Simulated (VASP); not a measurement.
# C (P6_3/mmc) in VASP: a series of runs

C is run at these levels: r2SCAN; tasks: single point.

Everything below comes from runs of VASP 6.6.1. Logs are shortened: lines on timing, memory, paths and dates and some standing lists are left out, and cuts for length are marked.

## Step 1: The cell of the first run

Symmetry: P6_3/mmc, No. 194, hexagonal system. The conventional cell has a = 2.503 Å, b = 2.503 Å, c = 4.231 Å, α = 90.00°, β = 90.00°, γ = 120.00°. Within 2.1 Å of C (site symmetry 3m) lie 4 C at 1.54 to 1.59 Å.

## Step 2: Single point, r2SCAN (strained cell)

File POSCAR:

```
C
1.0
    2.5028470832      0.0000000000      0.0000000000
   -1.2514235416      2.1675291559      0.0000000000
    0.0000000000      0.0000000000      4.2313878940
C
4
Direct
    0.3333333333      0.6666666667     -0.0004326141
    0.6666666667      0.3333333333      0.4995673859
    0.3333333333      0.6666666667      0.3744326141
    0.6666666667      0.3333333333      0.8744326141
```

File INCAR.step1:

```
ALGO     = Normal         # electronic algorithm
EDIFF    = 1E-5           # SCF threshold, eV
ENCUT    = 1430           # plane-wave cutoff, eV
GGA      = PE             # functional
GGA_COMPAT= False        
ISMEAR   = 0              # smearing method
LASPH    = True           # aspherical terms in the spheres
LCHARG   = False          # write CHGCAR
LREAL    = False          # projectors in reciprocal space
LWAVE    = True           # write WAVECAR
NBANDS   = 16             # bands
NELM     = 120            # most SCF steps
PREC     = Accurate       # precision mode
SIGMA    = 0.02           # smearing width, eV
```

File INCAR.step2:

```
ALGO     = Normal         # electronic algorithm
EDIFF    = 1E-6           # SCF threshold, eV
ENCUT    = 1430           # plane-wave cutoff, eV
GGA_COMPAT= False        
ISIF     = 2              # what is computed and relaxed
ISMEAR   = 0              # smearing method
ISTART   = 1            
LASPH    = True           # aspherical terms in the spheres
LCHARG   = True           # write CHGCAR
LELF     = True           # ELF
LMIXTAU  = True         
LREAL    = False          # projectors in reciprocal space
LVHAR    = True         
LWAVE    = False          # write WAVECAR
METAGGA  = R2SCAN         # meta-GGA
NBANDS   = 16             # bands
NELM     = 120            # most SCF steps
PREC     = Accurate       # precision mode
SIGMA    = 0.02           # smearing width, eV
```

File KPOINTS:

```
k-points
0
Gamma
  9 9 6
```

Potentials or basis: VASP PAW PBE potentials, release 64 (C_h).

Started as:

```sh
cat potpaw_PBE.64/C_h/POTCAR > POTCAR
cp INCAR.step1 INCAR
mpirun -np 1 vasp_std > vasp.out
cp INCAR.step2 INCAR
mpirun -np 1 vasp_std > vasp.out
```

OUTCAR:

```text
EDIFF = 1E-6
   ENCUT = 1430
   ISIF = 2
   ISMEAR = 0
   ISTART = 1
   LASPH = True
   LREAL = False
   METAGGA = R2SCAN
   NELM = 120
   PREC = Accurate

 ion  position               nearest neighbor table
   1  0.333  0.667  1.000-
   2  0.667  0.333  0.500-
   3  0.333  0.667  0.374-
   4  0.667  0.333  0.874-

  LATTYP: Found a hexagonal cell.
 ALAT       =     2.5028470832
 C/A-ratio  =     1.6906298121

  Lattice vectors:

 A1 = (   2.5028470832,   0.0000000000,   0.0000000000)
 A2 = (  -1.2514235416,   2.1675291559,   0.0000000000)
 A3 = (   0.0000000000,   0.0000000000,   4.2313878940)

Analysis of symmetry for initial positions (statically):
=====================================================================
 Subroutine PRICEL returns:
 Original cell was already a primitive cell.

 Routine SETGRP: Setting up the symmetry group for a
 hexagonal supercell.

 Subroutine GETGRP returns: Found 24 space group operations
 (whereof  6 operations were pure point group operations)
 out of a pool of 24 trial point group operations.

The static configuration has the point symmetry C_3v.
 The point group associated with its full space group is D_6h.

Analysis of symmetry for dynamics (positions and initial velocities):
=====================================================================
 Subroutine PRICEL returns:
 Original cell was already a primitive cell.

 Routine SETGRP: Setting up the symmetry group for a
 hexagonal supercell.

 Subroutine GETGRP returns: Found 24 space group operations
 (whereof  6 operations were pure point group operations)
 out of a pool of 24 trial point group operations.

The dynamic configuration has the point symmetry C_3v.
 The point group associated with its full space group is D_6h.

 Subroutine INISYM returns: Found 24 space group operations
 (whereof  6 operations are pure point group operations),
 and found     1 'primitive' translations

----------------------------------------------------------------------------------------

                                     Primitive cell

  volume of cell :      22.9553

  direct lattice vectors                    reciprocal lattice vectors
     2.502847083  0.000000000  0.000000000     0.399544985  0.230677405  0.000000000
    -1.251423542  2.167529156  0.000000000     0.000000000  0.461354809  0.000000000
     0.000000000  0.000000000  4.231387894     0.000000000  0.000000000  0.236329078

  length of vectors
     2.502847083  2.502847083  4.231387894     0.461354809  0.461354809  0.236329078

  position of ions in fractional coordinates (direct lattice)
     0.333333333  0.666666667  0.999567386
     0.666666667  0.333333333  0.499567386
     0.333333333  0.666666667  0.374432614
     0.666666667  0.333333333  0.874432614

  ion indices of the primitive-cell ions
   primitive index   ion index
                 1           1
                 2           2
                 3           3
                 4           4

----------------------------------------------------------------------------------------

 KPOINTS: k-points

Automatic generation of k-mesh.
 Grid dimensions read from file:
 generate k-points for:    9    9    6

 Generating k-lattice:

  Cartesian coordinates                     Fractional coordinates (reciprocal lattice)
     0.044393887  0.025630823  0.000000000     0.111111111  0.000000000  0.000000000
     0.000000000  0.051261645  0.000000000     0.000000000  0.111111111  0.000000000
     0.000000000  0.000000000  0.039388180     0.000000000  0.000000000  0.166666667

  Length of vectors
     0.051261645  0.051261645  0.039388180

  Shift w.r.t. Gamma in fractional coordinates (k-lattice)
     0.000000000  0.000000000  0.000000000

 Subroutine IBZKPT returns following result:
 ===========================================

 Found     48 irreducible k-points:

 Following reciprocal coordinates:
            Coordinates               Weight
  0.000000  0.000000  0.000000      1.000000
  0.111111  0.000000  0.000000      6.000000
  0.222222  0.000000  0.000000      6.000000
  0.333333  0.000000  0.000000      6.000000
  0.444444  0.000000  0.000000      6.000000
  0.111111  0.111111  0.000000      6.000000
[... 16 lines left out ...]
  0.333333  0.222222  0.166667     24.000000
  0.333333  0.333333  0.166667      4.000000
 [... further k-points ...]
   k-points           NKPTS =     48   k-points in BZ     NKDIM =     48   number of bands    NBANDS=     16
   number of dos      NEDOS =    301   number of ions     NIONS =      4
   total plane-waves  NPLWV =  55296
   dimension x,y,z NGX =    32 NGY =   32 NGZ =   54
   dimension x,y,z NGXF=    64 NGYF=   64 NGZF=  108
   ions per type =               4
   NGX,Y,Z   is equivalent  to a cutoff of  21.26, 21.26, 21.22 a.u.
   NGXF,Y,Z  is equivalent  to a cutoff of  42.51, 42.51, 42.43 a.u.
 SYSTEM =  unknown system
   PREC   = accura    normal or accurate (medium, high low for compatibility)
   ISTART =      1    job   : 0-new  1-cont  2-samecut
   ICHARG =      0    charge: 1-file 2-atom 10-const
   ISPIN  =      1    spin polarized calculation?
   LNONCOLLINEAR =      F non collinear calculations
   LSORBIT =      F    spin-orbit coupling
   LASPH  =      T    aspherical Exc in radial PAW
   ENCUT  = 1430.0 eV 105.10 Ry   10.25 a.u.   7.72  7.72 13.05*2*pi/ulx,y,z
   NELM   =    120;   NELMIN=  2; NELMDL=  0     # of ELM steps
   EDIFF  = 0.1E-05   stopping-criterion for ELM
   LREAL  =      F    real-space projection
   EDIFFG = 0.1E-04   stopping-criterion for IOM
   NSW    =      0    number of steps for IOM
   IBRION =     -1    ionic relax: 0-MD 1-quasi-New 2-CG
   NFREE  =      0    steps in history (QN), initial steepest desc. (CG)
   ISIF   =      2    stress and relaxation
   ISYM   =      2    0-nonsym 1-usesym 2-fastsym
   POTIM  = 0.5000    time-step for ionic-motion
   TEBEG  =    0.0;   TEEND  =   0.0 temperature during run
   PSTRESS=    0.0 pullay stress
   NELECT =      16.0000    total number of electrons
   NUPDOWN=      -1.0000    fix difference up-down
   EMIN   =  10.00;   EMAX   =-10.00  energy-range for DOS
   EFERMI =   0.00;   METHOD = LEGACY
   ISMEAR =     0;   SIGMA  =   0.02  broadening in eV -4-tet -1-fermi 0-gaus
   EFERMI_NEDOS =   21; number of points for ismear=-14 and -15
   IALGO  =     38    algorithm
   IMIX   =      4    mixing-type and parameters
     AMIX     =   0.40;   BMIX     =  1.00
     AMIX_MAG =   1.60;   BMIX_MAG =  1.00
  volume/ion in A,a.u.               =       5.74        38.73
  Fermi-wavevector in a.u.,A,eV,Ry     =   1.451513  2.742961 28.665960  2.106889
  Thomas-Fermi vector in A             =   2.569001
   LORBIT       =      0    0 simple, 1 ext, 2 COOP (PROOUT), +10 PAW based schemes
   METAGGA = R2SCAN    functional components
   LHFCALC =     F    Hartree Fock is set to
   AEXX    =    0.0000 exact exchange contribution
   IVDW    =     0    specifies the selected vdW correction
   LEPSILON=     F    determine dielectric tensor
   LRPA    =     F    only Hartree local field effects (RPA)
 non-spin polarized calculation
 Gauss-broadening in eV      SIGMA  =   0.02
  energy-cutoff  :     1430.00
  volume of cell :       22.96
 maximum number of plane-waves:      2840
 NGX is ok and might be reduce to    32
   NGX = 15   NGY = 15   NGZ = 27

 number of electron      16.0000000 magnetization

 Free energy of the ion-electron system (eV)
  ---------------------------------------------------
  ext. energy  EPLUGINS =         0.00000000
  ---------------------------------------------------
  free energy    TOTEN  =       -39.31254538 eV

  energy without entropy =      -39.31254538  energy(sigma->0) =      -39.31254538

 E-fermi :  11.0883     XC(G=0): -14.2002

 val. band max:       10.9925186875   @ k =   0.0000   0.0000   0.0000
 cond. band min:      14.6478566920   @ k =   0.3333   0.3333   0.0000
 fundamental gap:      3.6553380044
 Fermi energy:        11.0883341680

 k-point     1 :       0.0000    0.0000    0.0000
  band No.  band energies     occupation
      1     -11.8089      2.00000
      2      -6.3722      2.00000
      3      -3.1485      2.00000
      4       7.9432      2.00000
      5       7.9432      2.00000
      6      10.5456      2.00000
[... 8 lines left out ...]
     15      25.4147      0.00000
     16      29.4021      0.00000

 k-point     2 :       0.1111    0.0000    0.0000
  band No.  band energies     occupation
      1     -11.4876      2.00000
      2      -6.0782      2.00000
      3      -2.8539      2.00000
      4       6.4067      2.00000
      5       7.3149      2.00000
      6       9.6617      2.00000
[... 8 lines left out ...]
     15      25.8830      0.00000
     16      28.5411      0.00000

 k-point     3 :       0.2222    0.0000    0.0000
  band No.  band energies     occupation
      1     -10.5311      2.00000
      2      -5.2018      2.00000
      3      -2.0210      2.00000
      4       3.2457      2.00000
      5       6.0903      2.00000
      6       6.8791      2.00000
[... 8 lines left out ...]
     15      26.4804      0.00000
     16      27.0330      0.00000

 k-point     4 :       0.3333    0.0000    0.0000
  band No.  band energies     occupation
      1      -8.9716      2.00000
      2      -3.7670      2.00000
      3      -1.3140      2.00000
      4       0.4650      2.00000
      5       3.8246      2.00000
      6       5.0340      2.00000
[... 8 lines left out ...]
     15      26.7250      0.00000
     16      28.4280      0.00000
[... 324 lines left out ...]
 k-point    22 :       0.2222    0.2222    0.1667
  band No.  band energies     occupation
      1      -7.8743      2.00000
      2      -3.8558      2.00000
      3      -0.8084      2.00000
      4       1.9319      2.00000
      5       2.1866      2.00000
      6       3.0348      2.00000
[... 8 lines left out ...]
     15      25.2967      0.00000
     16      27.9927      0.00000

 k-point    23 :       0.3333    0.2222    0.1667
  band No.  band energies     occupation
      1      -5.9254      2.00000
      2      -3.1078      2.00000
      3      -1.8011      2.00000
      4       0.7632      2.00000
      5       1.1076      2.00000
      6       3.2174      2.00000
[... 8 lines left out ...]
     15      26.9175      0.00000
     16      28.3401      0.00000

 k-point    24 :       0.3333    0.3333    0.1667
  band No.  band energies     occupation
      1      -4.1935      2.00000
      2      -4.1935      2.00000
      3      -0.2277      2.00000
      4      -0.2212      2.00000
      5      -0.2212      2.00000
      6       3.1592      2.00000
[... 8 lines left out ...]
     15      27.3982      0.00000
     16      27.3982      0.00000

 [... further k-points ...]

------------------------ aborting loop because EDIFF is reached ----------------------------------------

  FORCE on cell =-STRESS in cart. coord.  units (eV):
  Direction    XX          YY          ZZ          XY          YZ          ZX
  --------------------------------------------------------------------------------------
  -------------------------------------------------------------------------------------
  Total       -0.0722499     -0.0722499     -2.8172624      0.0000000     -0.0000000      0.0000000
  in kB       -5.0427267     -5.0427267   -196.6327167      0.0000000     -0.0000000      0.0000000
  external PRESSURE =     -68.9060567 kB  Pullay stress =       0.0000000 kB

 VOLUME and BASIS-vectors are now :
 -----------------------------------------------------------------------------
  energy-cutoff  :     1430.00
  volume of cell :       22.96
      direct lattice vectors                 reciprocal lattice vectors
     2.502847083  0.000000000  0.000000000     0.399544985  0.230677405  0.000000000
    -1.251423542  2.167529156  0.000000000     0.000000000  0.461354809  0.000000000
     0.000000000  0.000000000  4.231387894     0.000000000  0.000000000  0.236329078

 POSITION                                       TOTAL-FORCE (eV/Angst)
 -----------------------------------------------------------------------------------
     -0.00000      1.44502      4.22956         0.000000      0.000000     -0.002254
      1.25142      0.72251      2.11386         0.000000      0.000000     -0.002254
     -0.00000      1.44502      1.58437         0.000000     -0.000000      0.002254
      1.25142      0.72251      3.70006        -0.000000      0.000000      0.002254
 -----------------------------------------------------------------------------------
    total drift:                               -0.000000      0.000000     -0.000366

  FREE ENERGIE OF THE ION-ELECTRON SYSTEM (eV)
  ---------------------------------------------------
  free  energy   TOTEN  =       -39.3125453791 eV

  energy  without entropy=      -39.3125453791  energy(sigma->0) =      -39.31254538
```

Run time: 2.7 min. Hardware: 1 thread of Intel Xeon Platinum 8488C (Sapphire Rapids), shared host; peak memory 0.25 GiB.

What came out:

```
Free energy            : -39.3125 eV
Pressure               : -6.9 GPa
Band gap on the k mesh : 3.66 eV (least direct gap 5.15 eV)
```

Forces in eV/Å, atoms in the order of the input:
```
C    0.000  0.000 -0.002
C    0.000  0.000 -0.002
C    0.000  0.000  0.002
C    0.000  0.000  0.002
```

Stress tensor (GPa, compression positive):
```
 -0.50   0.00   0.00
  0.00  -0.50   0.00
  0.00   0.00 -19.66
```

Levels at points of the mesh, in eV from the valence-band top:
| k point | band 5 | band 6 | band 7 | band 8 | band 9 | band 10 | band 11 | band 12 |
| --- | --- | --- | --- | --- | --- | --- | --- | --- |
| (0.00, 0.00, 0.00) | -3.05 | -0.45 | 0.00 | 0.00 | 5.15 | 5.43 | 5.43 | 8.73 |
| (0.00, 0.00, 0.50) | -1.82 | -1.82 | -1.82 | -1.82 | 7.71 | 7.71 | 7.71 | 7.71 |

Caveat: the cell differs from its parent crystal (strained cell); the stress differs along the axes, from -20 to -1 GPa; the PAW data sets were made with another functional, which shifts forces and pressure a little. A k mesh can miss the band edges.

## Step 3: Single point, r2SCAN (strained cell)

File POSCAR:

```
C
1.0
    2.4937933153      0.0000000000      0.0000000000
   -1.2468966576      2.1596883628      0.0000000000
    0.0000000000      0.0000000000      4.2313878940
C
4
Direct
    0.3333333333      0.6666666667     -0.0004103490
    0.6666666667      0.3333333333      0.4995896510
    0.3333333333      0.6666666667      0.3744103490
    0.6666666667      0.3333333333      0.8744103490
```

File INCAR.step1:

```
PREC     = Accurate       # precision mode
ENCUT    = 1430           # plane-wave cutoff, eV
ISMEAR   = 0              # smearing method
SIGMA    = 0.02           # smearing width, eV
LREAL    = F              # projectors in reciprocal space
LASPH    = T              # aspherical terms in the spheres
NELM     = 120            # most SCF steps
NBANDS   = 16             # bands
GGA      = PE             # functional
ALGO     = Normal         # electronic algorithm
EDIFF    = 1E-5           # SCF threshold, eV
LWAVE    = T              # write WAVECAR
LCHARG   = F              # write CHGCAR
GGA_COMPAT= F
```

File INCAR.step2:

```
PREC     = Accurate       # precision mode
ENCUT    = 1430           # plane-wave cutoff, eV
EDIFF    = 1E-6           # SCF threshold, eV
ISMEAR   = 0              # smearing method
SIGMA    = 0.02           # smearing width, eV
LREAL    = F              # projectors in reciprocal space
LASPH    = T              # aspherical terms in the spheres
NELM     = 120            # most SCF steps
ALGO     = Normal         # electronic algorithm
ISIF     = 2              # what is computed and relaxed
LWAVE    = F              # write WAVECAR
LCHARG   = T              # write CHGCAR
METAGGA  = R2SCAN         # meta-GGA
LMIXTAU  = T            
LELF     = T              # ELF
LVHAR    = T            
NBANDS   = 16             # bands
ISTART   = 1            
GGA_COMPAT= F
```

File KPOINTS:

```
Automatic mesh
0
Gamma
  9 9 6
```

Potentials or basis: VASP PAW PBE potentials, release 64 (C_h).

Started as:

```sh
cat potpaw_PBE.64/C_h/POTCAR > POTCAR
cp INCAR.step1 INCAR
mpirun -np 1 vasp_std > vasp.out
cp INCAR.step2 INCAR
mpirun -np 1 vasp_std > vasp.out
```

Run time: 3.3 min. Hardware: 1 thread of AMD EPYC 7R43 (Zen 3), shared host; peak memory 0.22 GiB.

The run converged. Its results:

```
Free energy            : -39.3103 eV
Pressure               : -3.7 GPa
Largest force          : 0.003 eV/Å
Band gap on the k mesh : 3.62 eV (least direct gap 5.07 eV)
```

Forces on the atoms (eV/Å):
```
C    0.000  0.000 -0.003
C    0.000  0.000 -0.003
C    0.000  0.000  0.003
C    0.000  0.000  0.003
```

Stress tensor (GPa, compression positive):
```
  4.33   0.00   0.00
  0.00   4.33   0.00
  0.00   0.00 -19.76
```

Levels at points of the mesh, in eV from the valence-band top:
| k point | band 4 | band 5 | band 6 | band 7 | band 8 | band 9 | band 10 | band 11 | band 12 | band 13 |
| --- | --- | --- | --- | --- | --- | --- | --- | --- | --- | --- |
| (0.00, 0.00, 0.00) | -3.03 | -3.03 | -0.46 | 0.00 | 0.00 | 5.07 | 5.49 | 5.49 | 8.92 | 10.04 |
| (0.00, 0.00, 0.50) | -7.60 | -1.80 | -1.80 | -1.80 | -1.80 | 7.76 | 7.76 | 7.76 | 7.76 | 8.31 |

Caveat: the cell differs from its parent crystal (strained cell); the stress differs along the axes, from -20 to 4 GPa; the PAW data sets were made with another functional, which shifts forces and pressure a little.
